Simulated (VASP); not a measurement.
# CaIrN2 (R-3m) in VASP: notebook

Aim: see how the results for CaIrN2 move with the level of theory and the settings. Levels: LDA, PBEsol, PBE+D3(BJ). Tasks: single point, relaxation of cell and atoms.

All numbers are computed with VASP 6.6.1; they aren't measurements. Logs are shortened: lines on timing, memory, paths and dates and some standing lists are left out, and cuts for length are marked.

## Step 1: The cell of the first run

It takes space group R-3m (No. 166, trigonal). Conventional cell: a = 3.229 Å, b = 3.229 Å, c = 14.639 Å, α = 90.00°, β = 90.00°, γ = 120.00°. Within 3.4 Å of Ca (site symmetry -3m) lie 8 N at 2.39 to 3.38 Å and 6 Ir at 3.07 Å and 6 Ca at 3.23 Å. Within 2.8 Å of Ir (site symmetry -3m) lie 6 N at 2.09 Å. Within 2.8 Å of N (site symmetry 3m) lie 3 Ir at 2.09 Å and 3 Ca at 2.39 Å and 3 N at 2.65 Å.

## Step 2: Single point, LDA

Input file INCAR:

```
SYSTEM = CaIrN2
PREC = Accurate
ENCUT = 520
EDIFF = 1E-6
ISMEAR = 1
SIGMA = 0.1
LREAL = .FALSE.
LASPH = .TRUE.
NELM = 80
ALGO = Normal
ISIF = 2
LWAVE = .FALSE.
LCHARG = .TRUE.
GGA = CA
LELF = .TRUE.
LVHAR = .TRUE.
NBANDS = 22
```

Input file KPOINTS:

```
regular mesh
0
G
  8 8 8
  0 0 0
```

Input file POSCAR:

```
CaIrN2
1.0
    1.6143260442      0.9320315762      4.8795371755
   -1.6143260442      0.9320315762      4.8795371755
    0.0000000000     -1.8640631523      4.8795371755
Ca Ir N
1 1 2
Direct
    0.0000000000      0.0000000000      0.0000000000
    0.5000000000      0.5000000000      0.5000000000
    0.7689202834      0.7689202834      0.7689202834
    0.2310797166      0.2310797166      0.2310797166
```

Potentials or basis: VASP PAW LDA potentials, release 64 (Ca_sv, Ir, N).

On the command line:

```
$ cat potpaw_LDA.64/Ca_sv/POTCAR potpaw_LDA.64/Ir/POTCAR potpaw_LDA.64/N/POTCAR > POTCAR
$ mpirun -np 1 vasp_std > vasp.out
```

OUTCAR:

```text
SYSTEM = CaIrN2
   PREC = Accurate
   ENCUT = 520
   EDIFF = 1E-6
   ISMEAR = 1
   LREAL = .FALSE.
   LASPH = .TRUE.
   NELM = 80
   ISIF = 2
   GGA = CA

 ion  position               nearest neighbor table
   1  0.000  0.000  0.000-   3 2.39   4 2.39   3 2.39   3 2.39   4 2.39   4 2.39   2 3.07   2 3.07
                             2 3.07   2 3.07   2 3.07   2 3.07
   2  0.500  0.500  0.500-   4 2.09   3 2.09   4 2.09   4 2.09   3 2.09   3 2.09   1 3.07   1 3.07
                             1 3.07   1 3.07   1 3.07   1 3.07
   3  0.769  0.769  0.769-   2 2.09   2 2.09   2 2.09   1 2.39   1 2.39   1 2.39
   4  0.231  0.231  0.231-   2 2.09   2 2.09   2 2.09   1 2.39   1 2.39   1 2.39

  LATTYP: Found a trigonal (rhomboedric) cell.
 ALAT       =     5.2234676684
 COS(alpha) =     0.8089730329

  Lattice vectors:

 A1 = (   1.6143260442,   0.9320315762,   4.8795371755)
 A2 = (  -1.6143260442,   0.9320315762,   4.8795371755)
 A3 = (   0.0000000000,  -1.8640631523,   4.8795371755)

Analysis of symmetry for initial positions (statically):
=====================================================================
 Subroutine PRICEL returns:
 Original cell was already a primitive cell.

 Routine SETGRP: Setting up the symmetry group for a
 trigonal (rhombohedral) supercell.

 Subroutine GETGRP returns: Found 12 space group operations
 (whereof 12 operations were pure point group operations)
 out of a pool of 12 trial point group operations.

The static configuration has the point symmetry D_3d.

Analysis of symmetry for dynamics (positions and initial velocities):
=====================================================================
 Subroutine PRICEL returns:
 Original cell was already a primitive cell.

 Routine SETGRP: Setting up the symmetry group for a
 trigonal (rhombohedral) supercell.

 Subroutine GETGRP returns: Found 12 space group operations
 (whereof 12 operations were pure point group operations)
 out of a pool of 12 trial point group operations.

The dynamic configuration has the point symmetry D_3d.

 Subroutine INISYM returns: Found 12 space group operations
 (whereof 12 operations are pure point group operations),
 and found     1 'primitive' translations

----------------------------------------------------------------------------------------

                                     Primitive cell

  volume of cell :      44.0506

  direct lattice vectors                    reciprocal lattice vectors
     1.614326044  0.932031576  4.879537176     0.309726775  0.178820837  0.068312490
    -1.614326044  0.932031576  4.879537176    -0.309726775  0.178820837  0.068312490
     0.000000000 -1.864063152  4.879537176     0.000000000 -0.357641674  0.068312490

  length of vectors
     5.223467668  5.223467668  5.223467668     0.364107351  0.364107351  0.364107351

  position of ions in fractional coordinates (direct lattice)
     0.000000000  0.000000000  0.000000000
     0.500000000  0.500000000  0.500000000
     0.768920283  0.768920283  0.768920283
     0.231079717  0.231079717  0.231079717

  ion indices of the primitive-cell ions
   primitive index   ion index
                 1           1
                 2           2
                 3           3
                 4           4

----------------------------------------------------------------------------------------

 KPOINTS: regular mesh

Automatic generation of k-mesh.
 Grid dimensions read from file:
 generate k-points for:    8    8    8

 Generating k-lattice:

  Cartesian coordinates                     Fractional coordinates (reciprocal lattice)
     0.038715847  0.022352605  0.008539061     0.125000000  0.000000000  0.000000000
    -0.038715847  0.022352605  0.008539061     0.000000000  0.125000000  0.000000000
     0.000000000 -0.044705209  0.008539061     0.000000000  0.000000000  0.125000000

  Length of vectors
     0.045513419  0.045513419  0.045513419

  Shift w.r.t. Gamma in fractional coordinates (k-lattice)
     0.000000000  0.000000000  0.000000000

 Subroutine IBZKPT returns following result:
 ===========================================

 Found     65 irreducible k-points:

 Following reciprocal coordinates:
            Coordinates               Weight
  0.000000  0.000000  0.000000      1.000000
  0.125000 -0.000000  0.000000      6.000000
  0.250000 -0.000000  0.000000      6.000000
  0.375000 -0.000000  0.000000      6.000000
  0.500000 -0.000000  0.000000      3.000000
  0.125000  0.125000  0.000000      6.000000
[... 16 lines left out ...]
  0.250000  0.125000  0.125000      6.000000
  0.375000  0.125000  0.125000      6.000000
 [... further k-points ...]
   k-points           NKPTS =     65   k-points in BZ     NKDIM =     65   number of bands    NBANDS=     22
   number of dos      NEDOS =    301   number of ions     NIONS =      4
   total plane-waves  NPLWV =  64000
   dimension x,y,z NGX =    40 NGY =   40 NGZ =   40
   dimension x,y,z NGXF=    80 NGYF=   80 NGZF=   80
   ions per type =               1   1   2
   NGX,Y,Z   is equivalent  to a cutoff of  12.73, 12.73, 12.73 a.u.
   NGXF,Y,Z  is equivalent  to a cutoff of  25.46, 25.46, 25.46 a.u.
 SYSTEM =  CaIrN2
   PREC   = accura    normal or accurate (medium, high low for compatibility)
   ISTART =      0    job   : 0-new  1-cont  2-samecut
   ICHARG =      2    charge: 1-file 2-atom 10-const
   ISPIN  =      1    spin polarized calculation?
   LNONCOLLINEAR =      F non collinear calculations
   LSORBIT =      F    spin-orbit coupling
   LASPH  =      T    aspherical Exc in radial PAW
   ENCUT  =  520.0 eV  38.22 Ry    6.18 a.u.   9.71  9.71  9.71*2*pi/ulx,y,z
   NELM   =     80;   NELMIN=  2; NELMDL= -5     # of ELM steps
   EDIFF  = 0.1E-05   stopping-criterion for ELM
   LREAL  =      F    real-space projection
   EDIFFG = 0.1E-04   stopping-criterion for IOM
   NSW    =      0    number of steps for IOM
   IBRION =     -1    ionic relax: 0-MD 1-quasi-New 2-CG
   NFREE  =      0    steps in history (QN), initial steepest desc. (CG)
   ISIF   =      2    stress and relaxation
   ISYM   =      2    0-nonsym 1-usesym 2-fastsym
   POTIM  = 0.5000    time-step for ionic-motion
   TEBEG  =    0.0;   TEEND  =   0.0 temperature during run
   PSTRESS=    0.0 pullay stress
   NELECT =      29.0000    total number of electrons
   NUPDOWN=      -1.0000    fix difference up-down
   EMIN   =  10.00;   EMAX   =-10.00  energy-range for DOS
   EFERMI =   0.00;   METHOD = LEGACY
   ISMEAR =     1;   SIGMA  =   0.10  broadening in eV -4-tet -1-fermi 0-gaus
   EFERMI_NEDOS =   21; number of points for ismear=-14 and -15
   IALGO  =     38    algorithm
   IMIX   =      4    mixing-type and parameters
     AMIX     =   0.40;   BMIX     =  1.00
     AMIX_MAG =   1.60;   BMIX_MAG =  1.00
  volume/ion in A,a.u.               =      11.01        74.32
  Fermi-wavevector in a.u.,A,eV,Ry     =   1.424154  2.691261 27.595530  2.028214
  Thomas-Fermi vector in A             =   2.544675
   LORBIT       =      0    0 simple, 1 ext, 2 COOP (PROOUT), +10 PAW based schemes
   GGA     = CA    functional components
   LHFCALC =     F    Hartree Fock is set to
   AEXX    =    0.0000 exact exchange contribution
   IVDW    =     0    specifies the selected vdW correction
   LEPSILON=     F    determine dielectric tensor
   LRPA    =     F    only Hartree local field effects (RPA)
 non-spin polarized calculation
 Methfessel and Paxton  Order N= 1 SIGMA  =   0.10
  energy-cutoff  :      520.00
  volume of cell :       44.05
 maximum number of plane-waves:      1200
   NGX = 19   NGY = 19   NGZ = 19

 number of electron      29.0000001 magnetization

 Free energy of the ion-electron system (eV)
  ---------------------------------------------------
  ext. energy  EPLUGINS =         0.00000000
  ---------------------------------------------------
  free energy    TOTEN  =       -32.48338391 eV

  energy without entropy =      -32.48490710  energy(sigma->0) =      -32.48389164

 E-fermi :   7.3159     XC(G=0): -12.8350

 val. band max:        7.3105711170   @ k =  -0.2500   0.5000   0.2500
 cond. band min:       7.3712124696   @ k =   0.3750   0.3750   0.1250
 fundamental gap:      0.0606413526
 Fermi energy:         7.3159456381

 k-point     1 :       0.0000    0.0000    0.0000
  band No.  band energies     occupation
      1     -31.4567      2.00000
      2     -13.2382      2.00000
      3     -12.4792      2.00000
      4     -12.4792      2.00000
      5      -9.1581      2.00000
      6      -5.3038      2.00000
[... 14 lines left out ...]
     21      13.1963      0.00000
     22      13.8991      0.00000

 k-point     2 :       0.1250   -0.0000    0.0000
  band No.  band energies     occupation
      1     -31.4377      2.00000
      2     -13.1988      2.00000
      3     -12.6528      2.00000
      4     -12.5084      2.00000
      5      -8.8456      2.00000
      6      -5.6367      2.00000
[... 14 lines left out ...]
     21      13.6498      0.00000
     22      14.7125      0.00000

 k-point     3 :       0.2500   -0.0000    0.0000
  band No.  band energies     occupation
      1     -31.3914      2.00000
      2     -13.1009      2.00000
      3     -13.0222      2.00000
      4     -12.5779      2.00000
      5      -8.1010      2.00000
      6      -6.2379      2.00000
[... 14 lines left out ...]
     21      14.1923      0.00000
     22      15.3563      0.00000

 k-point     4 :       0.3750   -0.0000    0.0000
  band No.  band energies     occupation
      1     -31.3445      2.00000
      2     -13.3683      2.00000
      3     -12.9764      2.00000
      4     -12.6462      2.00000
      5      -7.3522      2.00000
      6      -6.6570      2.00000
[... 14 lines left out ...]
     21      14.5999      0.00000
     22      15.1433      0.00000

 k-point     5 :       0.5000   -0.0000    0.0000
  band No.  band energies     occupation
      1     -31.3250      2.00000
      2     -13.4999      2.00000
      3     -12.9256      2.00000
      4     -12.6742      2.00000
      5      -7.0590      2.00000
      6      -6.7720      2.00000
[... 417 lines left out ...]
 k-point    22 :       0.1250    0.1250    0.1250
  band No.  band energies     occupation
      1     -31.4563      2.00000
      2     -13.2725      2.00000
      3     -12.4797      2.00000
      4     -12.4797      2.00000
      5      -9.0524      2.00000
      6      -5.4180      2.00000
[... 14 lines left out ...]
     21      13.0731      0.00000
     22      14.3409      0.00000

 k-point    23 :       0.2500    0.1250    0.1250
  band No.  band energies     occupation
      1     -31.4371      2.00000
      2     -13.2441      2.00000
      3     -12.6497      2.00000
      4     -12.5092      2.00000
      5      -8.7093      2.00000
      6      -5.7438      2.00000
[... 14 lines left out ...]
     21      13.8160      0.00000
     22      14.5187      0.00000

 k-point    24 :       0.3750    0.1250    0.1250
  band No.  band energies     occupation
      1     -31.3909      2.00000
      2     -13.1293      2.00000
      3     -13.0208      2.00000
      4     -12.5785      2.00000
      5      -8.0388      2.00000
      6      -6.2126      2.00000
[... 14 lines left out ...]
     21      13.8346      0.00000
     22      15.6859      0.00000

 [... further k-points ...]
[... 5 lines left out ...]
  --------------------------------------------------------------------------------------
  -------------------------------------------------------------------------------------
  Total        0.7400495      0.7400495      0.5079185      0.0000000      0.0000000     -0.0000000
  in kB       26.9165624     26.9165624     18.4736556      0.0000000      0.0000000     -0.0000000
  external PRESSURE =      24.1022602 kB  Pullay stress =       0.0000000 kB

 VOLUME and BASIS-vectors are now :
 -----------------------------------------------------------------------------
  energy-cutoff  :      520.00
  volume of cell :       44.05
      direct lattice vectors                 reciprocal lattice vectors
     1.614326044  0.932031576  4.879537176     0.309726775  0.178820837  0.068312490
    -1.614326044  0.932031576  4.879537176    -0.309726775  0.178820837  0.068312490
     0.000000000 -1.864063152  4.879537176     0.000000000 -0.357641674  0.068312490

 POSITION                                       TOTAL-FORCE (eV/Angst)
 -----------------------------------------------------------------------------------
      0.00000      0.00000      0.00000         0.000000      0.000000     -0.000000
      0.00000      0.00000      7.31931         0.000000      0.000000      0.000000
      0.00000      0.00000     11.25593         0.000000     -0.000000     -0.112740
      0.00000      0.00000      3.38269         0.000000      0.000000      0.112740
 -----------------------------------------------------------------------------------
    total drift:                               -0.000000      0.000000      0.000000

  FREE ENERGIE OF THE ION-ELECTRON SYSTEM (eV)
  ---------------------------------------------------
  free  energy   TOTEN  =       -32.4833839056 eV

  energy  without entropy=      -32.4849071040  energy(sigma->0) =      -32.48389164
```

Run time: 3.6 min. Hardware: 1 thread of Oxide Virtual Turin-like, shared host; peak memory 0.21 GiB.

Results:

* Free energy: -32.4834 eV
* Pressure: 2.4 GPa
* Largest force: 0.113 eV/Å
* Band gap on the k mesh: zero (an odd number of electrons rules out a gap without spin polarisation)

Forces on the atoms (eV/Å):
```
Ca   0.000  0.000  0.000
Ir   0.000  0.000  0.000
N    0.000  0.000 -0.113
N    0.000  0.000  0.113
```

Levels at points of the mesh, in eV from the Fermi level:
| k point | band 11 | band 12 | band 13 | band 14 | band 15 | band 16 | band 17 | band 18 | band 19 | band 20 |
| --- | --- | --- | --- | --- | --- | --- | --- | --- | --- | --- |
| (0.00, 0.00, 0.00) | -2.62 | -1.40 | -1.40 | -1.01 | -0.25 | 3.06 | 3.06 | 4.03 | 5.80 | 5.80 |
| (0.50, 0.00, 0.00) | -3.48 | -3.05 | -1.57 | -1.38 | -0.74 | 2.76 | 3.66 | 4.28 | 6.84 | 7.14 |
| (0.50, 0.50, 0.00) | -2.97 | -2.44 | -1.57 | -1.44 | -1.13 | 3.28 | 3.48 | 4.72 | 6.69 | 7.26 |
| (0.50, 0.50, 0.50) | -2.45 | -2.45 | -2.10 | -2.10 | -0.16 | 2.94 | 4.72 | 4.72 | 5.04 | 5.04 |

Caveat: spin-orbit coupling is left out, which moves the levels of the heavy elements; an odd number of electrons without spin polarisation forces a metal; a magnetic or distorted state may lie lower.

## Step 3: Single point, PBEsol

This run uses another cell than the first one, of 11.29 Å³/atom.

Input file INCAR:

```
SYSTEM = CaIrN2
  PREC = Accurate
  ENCUT = 520
  EDIFF = 1E-6
  ISMEAR = 1
  SIGMA = 0.1
  LREAL = .False.
  LASPH = .True.
  NELM = 80
  ALGO = Normal
  ISIF = 2
  LWAVE = .False.
  LCHARG = .False.
  GGA = PS
  NBANDS = 22
```

Input file KPOINTS:

```
Automatic mesh
0
Gamma
  8 8 8
  0 0 0
```

Input file POSCAR:

```
CaIrN2
1.0
    1.6262622095      0.9389229244      4.9303625658
   -1.6262622095      0.9389229244      4.9303625658
    0.0000000000     -1.8778458489      4.9303625658
Ca Ir N
1 1 2
Direct
    0.0000000000      0.0000000000      0.0000000000
    0.5000000000      0.5000000000      0.5000000000
    0.7691371291      0.7691371291      0.7691371291
    0.2308628709      0.2308628709      0.2308628709
```

Potentials or basis: VASP PAW PBE potentials, release 64 (Ca_sv, Ir, N).

On the command line:

```
$ cat potpaw_PBE.64/Ca_sv/POTCAR potpaw_PBE.64/Ir/POTCAR potpaw_PBE.64/N/POTCAR > POTCAR
$ mpirun -np 1 vasp_std > vasp.out
```

OUTCAR:

```text
SYSTEM = CaIrN2
   PREC = Accurate
   ENCUT = 520
   EDIFF = 1E-6
   ISMEAR = 1
   LREAL = .False.
   LASPH = .True.
   NELM = 80
   ISIF = 2
   GGA = PS

 ion  position               nearest neighbor table
   1  0.000  0.000  0.000-   3 2.41   3 2.41   4 2.41   4 2.41   3 2.41   4 2.41   2 3.10   2 3.10
                             2 3.10   2 3.10   2 3.10   2 3.10
   2  0.500  0.500  0.500-   4 2.10   4 2.10   3 2.10   3 2.10   4 2.10   3 2.10   1 3.10   1 3.10
                             1 3.10   1 3.10   1 3.10   1 3.10
   3  0.769  0.769  0.769-   2 2.10   2 2.10   2 2.10   1 2.41   1 2.41   1 2.41
   4  0.231  0.231  0.231-   2 2.10   2 2.10   2 2.10   1 2.41   1 2.41   1 2.41

[... 802 lines left out ...]
  -------------------------------------------------------------------------------------
  Total        0.4918361      0.4918361      0.3212991      0.0000000     -0.0000000     -0.0000000
  in kB       17.4453769     17.4453769     11.3964485      0.0000000     -0.0000000     -0.0000000
  external PRESSURE =      15.4290674 kB  Pullay stress =       0.0000000 kB

 VOLUME and BASIS-vectors are now :
 -----------------------------------------------------------------------------
  energy-cutoff  :      520.00
  volume of cell :       45.17
      direct lattice vectors                 reciprocal lattice vectors
     1.626262210  0.938922924  4.930362566     0.307453495  0.177508358  0.067608280
    -1.626262210  0.938922924  4.930362566    -0.307453495  0.177508358  0.067608280
     0.000000000 -1.877845849  4.930362566     0.000000000 -0.355016716  0.067608280

 POSITION                                       TOTAL-FORCE (eV/Angst)
 -----------------------------------------------------------------------------------
      0.00000      0.00000      0.00000         0.000000     -0.000000     -0.000000
      0.00000     -0.00000      7.39554         0.000000     -0.000000     -0.000000
      0.00000     -0.00000     11.37637         0.000000      0.000000     -0.071796
      0.00000     -0.00000      3.41471         0.000000     -0.000000      0.071796
 -----------------------------------------------------------------------------------
    total drift:                               -0.000000     -0.000000      0.000000

  FREE ENERGIE OF THE ION-ELECTRON SYSTEM (eV)
  ---------------------------------------------------
  free  energy   TOTEN  =       -30.5693790933 eV

  energy  without entropy=      -30.5708423618  energy(sigma->0) =      -30.56986685
```

stdout:

```text
POSCAR found type information on POSCAR CaIrN
 POSCAR found :  3 types and       4 ions
 scaLAPACK will be used
 -----------------------------------------------------------------------------
|                                                                             |
|                                                                             |
|     You enforced a specific xc type in the INCAR file but a different       |
|     I HOPE YOU KNOW WHAT YOU ARE DOING!                                     |
|                                                                             |
 -----------------------------------------------------------------------------

 LDA part: xc-table for (Slater+PW92), standard interpolation
 POSCAR, INCAR and KPOINTS ok, starting setup
 FFT: planning ... GRIDC
 FFT: planning ... GRID_SOFT
 FFT: planning ... GRID
 WAVECAR not read
 entering main loop
```

Wall time 3.2 min (1 thread of Oxide Virtual Turin-like, shared host); peak memory 0.25 GiB.

What came out:

- Free energy: -30.5694 eV
- Pressure: 1.5 GPa
- Largest force: 0.072 eV/Å
- Band gap on the k mesh: zero (an odd number of electrons rules out a gap without spin polarisation)

Forces in eV/Å, atoms in the order of the input:
```
Ca   0.000  0.000  0.000
Ir   0.000  0.000  0.000
N    0.000  0.000 -0.072
N    0.000  0.000  0.072
```

Stress tensor (GPa, compression positive):
```
1.74 0.00 0.00
0.00 1.74 0.00
0.00 0.00 1.14
```

Caveat: the PAW data sets were made with another functional, which shifts forces and pressure a little; spin-orbit coupling is left out, which moves the levels of the heavy elements; an odd number of electrons without spin polarisation forces a metal; a magnetic or distorted state may lie lower.

(Part 1 of 2 ends here.)

The gap in the log of VASP goes by the Fermi energy; the results here count the filled bands.